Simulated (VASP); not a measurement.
# Li4SiN2 (P1) in VASP: further runs

The runs below take Li4SiN2 through single point, with PBE.

Everything below comes from runs of VASP 6.6.1. Logs are shortened: lines on timing, memory, paths and dates and some standing lists are left out, and cuts for length are marked.

### 1 The cell of the first run

The typed cell holds 7 atoms: a = 3.481 Å, b = 5.351 Å, c = 5.514 Å, α = 116.85°, β = 90.06°, γ = 109.01°.

### 2 Single point, PBE

INCAR

```
SYSTEM = Li4SiN2
ALGO = Normal
EDIFF = 1E-7
ENCUT = 520
GGA = PE
ISIF = 2
ISMEAR = 0
LASPH = .TRUE.
LCHARG = .FALSE.
LREAL = .FALSE.
LWAVE = .FALSE.
NBANDS = 22
NELM = 80
PREC = Accurate
SIGMA = 0.2
```

KPOINTS

```
k-points
0
G
  6 6 4
  0 0 0
```

POSCAR

```
Li4SiN2
1.0
    0.0006981047     -3.4809599063      0.0021566781
   -5.0598565246      1.7417838694      0.0108624655
    2.6247907269      0.0036977367     -4.8495657825
Li Si N
4 1 2
Direct
    0.2567170298      0.5110836054      0.6389310687
    0.7407397014      0.4830803653      0.3540241745
    0.8611432890      0.7220112063      0.0617277579
    0.1495394222      0.3004562638      0.9298169774
    0.4880756239     -0.0223772190      0.5803559156
    0.6742859452      0.3456873363      0.6630714255
    0.3294989885      0.6600584419      0.2720726803
```

Potentials or basis: VASP PAW PBE potentials, release 64 (Li_sv, Si, N).

Launch:

```
cat potpaw_PBE.64/Li_sv/POTCAR potpaw_PBE.64/Si/POTCAR potpaw_PBE.64/N/POTCAR > POTCAR
mpirun -np 1 vasp_std > vasp.out
```

OUTCAR:

```text
SYSTEM = Li4SiN2
   EDIFF = 1E-7
   ENCUT = 520
   GGA = PE
   ISIF = 2
   ISMEAR = 0
   LASPH = .TRUE.
   LREAL = .FALSE.
   NELM = 80
   PREC = Accurate

 ion  position               nearest neighbor table
   1  0.257  0.511  0.639-   6 1.96   6 1.96   2 2.30   2 2.31   4 2.31   5 2.53
   2  0.741  0.483  0.354-   7 2.10   7 2.10   6 2.13   1 2.30   1 2.31   3 2.43   5 2.80   5 2.81

   3  0.861  0.722  0.062-   6 2.11   2 2.43   4 2.57   4 2.57
   4  0.150  0.300  0.930-   7 1.89   1 2.31   5 2.53   5 2.53   3 2.57   3 2.57
   5  0.488  0.978  0.580-   7 1.69   6 1.69   4 2.53   1 2.53   4 2.53   2 2.80   2 2.81
   6  0.674  0.346  0.663-   5 1.69   1 1.96   1 1.96   3 2.11   2 2.13
   7  0.329  0.660  0.272-   5 1.69   4 1.89   2 2.10   2 2.10

  LATTYP: Found a triclinic cell.
 ALAT       =     5.3497651073
 B/A-ratio  =     1.0307610243
 C/A-ratio  =     0.6506754174
 COS(alpha) =     0.0011199825
 COS(beta)  =     0.3249056899
 COS(gamma) =     0.4524960791

  Lattice vectors:

 A1 = (   5.0591584199,   1.7391760369,  -0.0130191436)
 A2 = (   2.6247907269,   0.0036977367,  -4.8495657825)
 A3 = (  -0.0006981047,   3.4809599063,  -0.0021566781)

Analysis of symmetry for initial positions (statically):
=====================================================================
 Subroutine PRICEL returns:
 Original cell was already a primitive cell.

 Routine SETGRP: Setting up the symmetry group for a
 triclinic supercell.

 Subroutine GETGRP returns: Found  1 space group operations
 (whereof  1 operations were pure point group operations)
 out of a pool of  2 trial point group operations.

The static configuration has the point symmetry C_1 .

Analysis of symmetry for dynamics (positions and initial velocities):
=====================================================================
 Subroutine PRICEL returns:
 Original cell was already a primitive cell.

 Routine SETGRP: Setting up the symmetry group for a
 triclinic supercell.

 Subroutine GETGRP returns: Found  1 space group operations
 (whereof  1 operations were pure point group operations)
 out of a pool of  2 trial point group operations.

The dynamic configuration has the point symmetry C_1 .

 Subroutine INISYM returns: Found  1 space group operations
 (whereof  1 operations are pure point group operations),
 and found     1 'primitive' translations

----------------------------------------------------------------------------------------

                                     Primitive cell

  volume of cell :      85.3011

  direct lattice vectors                    reciprocal lattice vectors
     0.000698105 -3.480959906  0.002156678    -0.099024907 -0.287330282 -0.053815566
    -5.059856525  1.741783869  0.010862465    -0.197900517 -0.000106052 -0.107112236
     2.624790727  0.003697737 -4.849565783    -0.000487312 -0.000128018 -0.206467880

  length of vectors
     3.480960644  5.351268737  5.514329362     0.308643384  0.225028125  0.206468495

  position of ions in fractional coordinates (direct lattice)
     0.256717030  0.511083605  0.638931069
     0.740739701  0.483080365  0.354024174
     0.861143289  0.722011206  0.061727758
     0.149539422  0.300456264  0.929816977
     0.488075624  0.977622781  0.580355916
     0.674285945  0.345687336  0.663071426
     0.329498988  0.660058442  0.272072680

  ion indices of the primitive-cell ions
   primitive index   ion index
                 1           1
                 2           2
                 3           3
                 4           4
                 5           5
                 6           6
                 7           7

----------------------------------------------------------------------------------------

 KPOINTS: k-points

Automatic generation of k-mesh.
 Grid dimensions read from file:
 generate k-points for:    6    6    4

 Generating k-lattice:

  Cartesian coordinates                     Fractional coordinates (reciprocal lattice)
    -0.016504151 -0.047888380 -0.008969261     0.166666667 -0.000000000  0.000000000
    -0.032983420 -0.000017675 -0.017852039     0.000000000  0.166666667 -0.000000000
    -0.000121828 -0.000032004 -0.051616970     0.000000000  0.000000000  0.250000000

  Length of vectors
     0.051440564  0.037504687  0.051617124

  Shift w.r.t. Gamma in fractional coordinates (k-lattice)
     0.000000000  0.000000000  0.000000000

 Subroutine IBZKPT returns following result:
 ===========================================

 Found     76 irreducible k-points:

 Following reciprocal coordinates:
            Coordinates               Weight
  0.000000  0.000000  0.000000      1.000000
  0.166667 -0.000000  0.000000      2.000000
  0.333333 -0.000000  0.000000      2.000000
  0.500000  0.000000  0.000000      1.000000
  0.000000  0.166667 -0.000000      2.000000
  0.166667  0.166667  0.000000      2.000000
[... 16 lines left out ...]
  0.333333 -0.000000  0.250000      2.000000
  0.500000  0.000000  0.250000      2.000000
 [... further k-points ...]
   k-points           NKPTS =     76   k-points in BZ     NKDIM =     76   number of bands    NBANDS=     22
   number of dos      NEDOS =    301   number of ions     NIONS =      7
   total plane-waves  NPLWV =  47040
   dimension x,y,z NGX =    28 NGY =   40 NGZ =   42
   dimension x,y,z NGXF=    56 NGYF=   80 NGZF=   84
   ions per type =               4   1   2
   NGX,Y,Z   is equivalent  to a cutoff of  13.37, 12.43, 12.66 a.u.
   NGXF,Y,Z  is equivalent  to a cutoff of  26.74, 24.85, 25.32 a.u.
 SYSTEM =  Li4SiN2
   PREC   = accura    normal or accurate (medium, high low for compatibility)
   ISTART =      0    job   : 0-new  1-cont  2-samecut
   ICHARG =      2    charge: 1-file 2-atom 10-const
   ISPIN  =      1    spin polarized calculation?
   LNONCOLLINEAR =      F non collinear calculations
   LSORBIT =      F    spin-orbit coupling
   LASPH  =      T    aspherical Exc in radial PAW
   ENCUT  =  520.0 eV  38.22 Ry    6.18 a.u.   6.47  9.95 10.25*2*pi/ulx,y,z
   NELM   =     80;   NELMIN=  2; NELMDL= -5     # of ELM steps
   EDIFF  = 0.1E-06   stopping-criterion for ELM
   LREAL  =      F    real-space projection
   EDIFFG = 0.1E-05   stopping-criterion for IOM
   NSW    =      0    number of steps for IOM
   IBRION =     -1    ionic relax: 0-MD 1-quasi-New 2-CG
   NFREE  =      0    steps in history (QN), initial steepest desc. (CG)
   ISIF   =      2    stress and relaxation
   ISYM   =      2    0-nonsym 1-usesym 2-fastsym
   POTIM  = 0.5000    time-step for ionic-motion
   TEBEG  =    0.0;   TEEND  =   0.0 temperature during run
   PSTRESS=    0.0 pullay stress
   NELECT =      26.0000    total number of electrons
   NUPDOWN=      -1.0000    fix difference up-down
   EMIN   =  10.00;   EMAX   =-10.00  energy-range for DOS
   EFERMI =   0.00;   METHOD = LEGACY
   ISMEAR =     0;   SIGMA  =   0.20  broadening in eV -4-tet -1-fermi 0-gaus
   EFERMI_NEDOS =   21; number of points for ismear=-14 and -15
   IALGO  =     38    algorithm
   IMIX   =      4    mixing-type and parameters
     AMIX     =   0.40;   BMIX     =  1.00
     AMIX_MAG =   1.60;   BMIX_MAG =  1.00
  volume/ion in A,a.u.               =      12.19        82.23
  Fermi-wavevector in a.u.,A,eV,Ry     =   1.101745  2.081996 16.515319  1.213842
  Thomas-Fermi vector in A             =   2.238177
   LORBIT       =      0    0 simple, 1 ext, 2 COOP (PROOUT), +10 PAW based schemes
   GGA     = PE    functional components
   LHFCALC =     F    Hartree Fock is set to
   AEXX    =    0.0000 exact exchange contribution
   IVDW    =     0    specifies the selected vdW correction
   LEPSILON=     F    determine dielectric tensor
   LRPA    =     F    only Hartree local field effects (RPA)
 non-spin polarized calculation
 Gauss-broadening in eV      SIGMA  =   0.20
  energy-cutoff  :      520.00
  volume of cell :       85.30
 maximum number of plane-waves:      2315
 NGX is ok and might be reduce to    28
   NGX = 13   NGY = 19   NGZ = 21

 number of electron      25.9999990 magnetization

 Free energy of the ion-electron system (eV)
  ---------------------------------------------------
  ext. energy  EPLUGINS =         0.00000000
  ---------------------------------------------------
  free energy    TOTEN  =       -33.34929215 eV

  energy without entropy =      -33.34364108  energy(sigma->0) =      -33.34646662

 E-fermi :   3.4704     XC(G=0):  -8.8314

 val. band max:        3.3587946504   @ k =   0.5000  -0.0000   0.5000
 cond. band min:       3.6344565488   @ k =   0.5000   0.1667   0.2500
 fundamental gap:      0.2756618984
 Fermi energy:         3.4703889400

 k-point     1 :       0.0000    0.0000    0.0000
  band No.  band energies     occupation
      1     -42.5251      2.00000
      2     -42.4003      2.00000
      3     -42.3050      2.00000
      4     -42.1367      2.00000
      5     -11.6938      2.00000
      6     -10.5808      2.00000
[... 14 lines left out ...]
     21      11.8600      0.00000
     22      11.9729      0.00000

 k-point     2 :       0.1667   -0.0000    0.0000
  band No.  band energies     occupation
      1     -42.5236      2.00000
      2     -42.3969      2.00000
      3     -42.3059      2.00000
      4     -42.1387      2.00000
      5     -11.6233      2.00000
      6     -10.5726      2.00000
[... 14 lines left out ...]
     21      11.9010      0.00000
     22      12.1400      0.00000

 k-point     3 :       0.3333   -0.0000    0.0000
  band No.  band energies     occupation
      1     -42.5208      2.00000
      2     -42.3895      2.00000
      3     -42.3081      2.00000
      4     -42.1428      2.00000
      5     -11.4716      2.00000
      6     -10.5593      2.00000
[... 14 lines left out ...]
     21      11.6220      0.00000
     22      12.3864      0.00000
[... 476 lines left out ...]
 k-point    23 :       0.3333   -0.0000    0.2500
  band No.  band energies     occupation
      1     -42.5205      2.00000
      2     -42.3894      2.00000
      3     -42.3086      2.00000
      4     -42.1426      2.00000
      5     -11.4366      2.00000
      6     -10.6099      2.00000
[... 14 lines left out ...]
     21      11.8151      0.00000
     22      12.1062      0.00000

 k-point    24 :       0.5000    0.0000    0.2500
  band No.  band energies     occupation
      1     -42.5193      2.00000
      2     -42.3856      2.00000
      3     -42.3093      2.00000
      4     -42.1450      2.00000
      5     -11.3879      2.00000
      6     -10.5550      2.00000
[... 14 lines left out ...]
     21      11.5291      0.00000
     22      12.3230      0.00000

 [... further k-points ...]
[... 5 lines left out ...]
  --------------------------------------------------------------------------------------
  -------------------------------------------------------------------------------------
  Total       -0.0358855      0.0392046      0.0287657      0.0352029      0.0245653      0.0057595
  in kB       -0.6740236      0.7363640      0.5402943      0.6612017      0.4613997      0.1081782
  external PRESSURE =       0.2008783 kB  Pullay stress =       0.0000000 kB

 VOLUME and BASIS-vectors are now :
 -----------------------------------------------------------------------------
  energy-cutoff  :      520.00
  volume of cell :       85.30
      direct lattice vectors                 reciprocal lattice vectors
     0.000698105 -3.480959906  0.002156678    -0.099024907 -0.287330282 -0.053815566
    -5.059856525  1.741783869  0.010862465    -0.197900517 -0.000106052 -0.107112236
     2.624790727  0.003697737 -4.849565783    -0.000487312 -0.000128018 -0.206467880

 POSITION                                       TOTAL-FORCE (eV/Angst)
 -----------------------------------------------------------------------------------
     -0.90877     -0.00106     -3.09243        -0.013868      0.009092     -0.005504
     -1.51456     -1.73575     -1.71002        -0.008897     -0.015410     -0.016508
     -3.49065     -1.73979     -0.28965        -0.010119     -0.004935      0.020437
      0.92041      0.00623     -4.50562         0.012755      0.003326      0.021223
     -3.42298      0.00598     -2.80280         0.031465     -0.004694      0.000812
     -0.00823     -1.74260     -3.21040        -0.011984      0.018348      0.007217
     -2.62544      0.00371     -1.31155         0.000648     -0.005727     -0.027677
 -----------------------------------------------------------------------------------
    total drift:                                0.001007      0.000393     -0.000089

  FREE ENERGIE OF THE ION-ELECTRON SYSTEM (eV)
  ---------------------------------------------------
  free  energy   TOTEN  =       -33.3492921542 eV

  energy  without entropy=      -33.3436410839  energy(sigma->0) =      -33.34646662
```

Wall time 63 s (1 thread of Intel Xeon 6975P-C (Granite Rapids), shared host); peak memory 0.27 GiB.

What came out:

```
Free energy            : -33.3493 eV
Largest force          : 0.032 eV/Å
Band gap on the k mesh : 0.28 eV (least direct gap 0.41 eV)
```

Forces in eV/Å, atoms in the order of the input:
```
Li  -0.014  0.009 -0.006
Li  -0.009 -0.015 -0.017
Li  -0.010 -0.005  0.020
Li   0.013  0.003  0.021
Si   0.031 -0.005  0.001
N   -0.012  0.018  0.007
N    0.001 -0.006 -0.028
```

Caveat: the cutoff is under 1.25 times the usual one of these potentials, so pressure, stress and relaxed cells hold a basis-set (Pulay) error; semilocal functionals underestimate gaps, and a narrow one can read as zero. A k mesh can miss the band edges.

### 3 Single point, PBE

This run uses another cell than the first one, of 13.13 Å³/atom.

INCAR

```
PREC = Accurate ; ENCUT = 520
EDIFF = 1E-6 ; ISMEAR = 0
SIGMA = 0.02 ; LREAL = F
LASPH = T ; NELM = 100
ALGO = Normal ; ISIF = 2
LWAVE = F ; LCHARG = T
GGA = PE ; LELF = T
LVHAR = T ; NBANDS = 22
```

KPOINTS

```
Automatic mesh
0
Gamma
  8 6 6
```

POSCAR

```
Li4SiN2
1.0
    3.8337364699      0.2505244430      0.2324068919
    1.5919123349      4.8238734324      0.3563175908
    1.5280839161      1.3216715616      5.2385513240
Li Si N
4 1 2
Direct
    0.8758804387      0.6864309751      0.5618643611
    0.6990495445      0.5181458876      0.0842939471
    0.1991395340      0.1540543052      0.4476087520
    0.5373719701      0.2367186825      0.6885008409
   -0.0386886215      1.0075708984      1.0693984818
    0.7690105998      0.1033964688      0.3584292618
    0.9582365341      0.2936827826      0.7899043553
```

Potentials or basis: VASP PAW PBE potentials, release 64 (Li_sv, Si, N).

Launch:

```
cat potpaw_PBE.64/Li_sv/POTCAR potpaw_PBE.64/Si/POTCAR potpaw_PBE.64/N/POTCAR > POTCAR
mpirun -np 1 vasp_std > vasp.out
```

It took 2.2 min on 1 thread of Intel Xeon 6975P-C (Granite Rapids), shared host; peak memory 0.38 GiB.

The run converged. Its results:

| Quantity | Value |
| --- | --- |
| Free energy | -33.7502 eV |
| Largest force | 0.013 eV/Å |
| Band gap on the k mesh | 0.78 eV (least direct gap 0.99 eV) |

Forces on the atoms (eV/Å):
```
Li   0.000  0.001 -0.003
Li   0.000  0.007  0.001
Li   0.000  0.001 -0.001
Li  -0.001  0.003  0.002
Si   0.001 -0.013  0.000
N   -0.001  0.010 -0.002
N    0.000 -0.010  0.004
```

Levels at points of the mesh, in eV from the valence-band top:
```tsv
k point	band 11	band 12	band 13	band 14	band 15	band 16
(0.00, 0.00, 0.00)	-1.96	-1.76	-1.14	2.30	4.00	4.13
(0.50, 0.00, 0.00)	-1.78	-1.50	-0.39	1.03	2.31	4.64
(0.00, 0.50, 0.00)	-2.11	-1.34	-0.12	2.66	3.80	4.29
(0.50, 0.50, 0.00)	-2.11	-1.36	-0.45	1.06	3.56	4.46
(0.00, 0.00, 0.50)	-1.71	-1.40	-1.29	1.81	3.65	3.66
(0.50, 0.00, 0.50)	-2.11	-1.36	-0.46	1.06	3.56	4.46
(0.00, 0.50, 0.50)	-2.01	-1.20	-0.37	2.77	3.65	4.17
(0.50, 0.50, 0.50)	-1.78	-1.50	-0.39	1.03	2.31	4.64
```

Caveat: the cutoff is under 1.25 times the usual one of these potentials, so pressure, stress and relaxed cells hold a basis-set (Pulay) error; semilocal functionals underestimate gaps, and a narrow one can read as zero. A k mesh can miss the band edges.
